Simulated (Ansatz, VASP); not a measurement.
**H in VASP and in Ansatz**

```xyz
2
Lattice="5.9085 0.0000 0.0000 0.0000 6.5169 0.0000 0.0000 0.0000 26.0383" Properties=species:S:1:pos:R:3 pbc="T T T"
H     1.2331    2.0963   15.8459
H     1.4392    1.7987   16.5058
```

Alike in both runs: task single point; functional PBE; dispersion D3(BJ); k mesh 3 × 3 × 1; occupations gaussian, width 0.05 eV; no spin polarisation.

```csv
,VASP,Ansatz
version,VASP 6.6.1,Ansatz 0.2.0
potentials or method,"VASP PAW PBE potentials, release 64 (H), cutoff 520 eV","scalar-relativistic, plane waves, PAW"
valence electrons in the cell,2,2
```

Ansatz gave:

* gap on the k mesh at the Fermi level (eV): 10.03
* rms of the force components (eV/Å): 0.045

Question: What did VASP give for the same quantities?

Answer: gap on the k mesh at the Fermi level (eV): 10.03; rms of the force components (eV/Å): 0.052.

Atom by atom the forces differ by 0.006 eV/Å (rms over components).
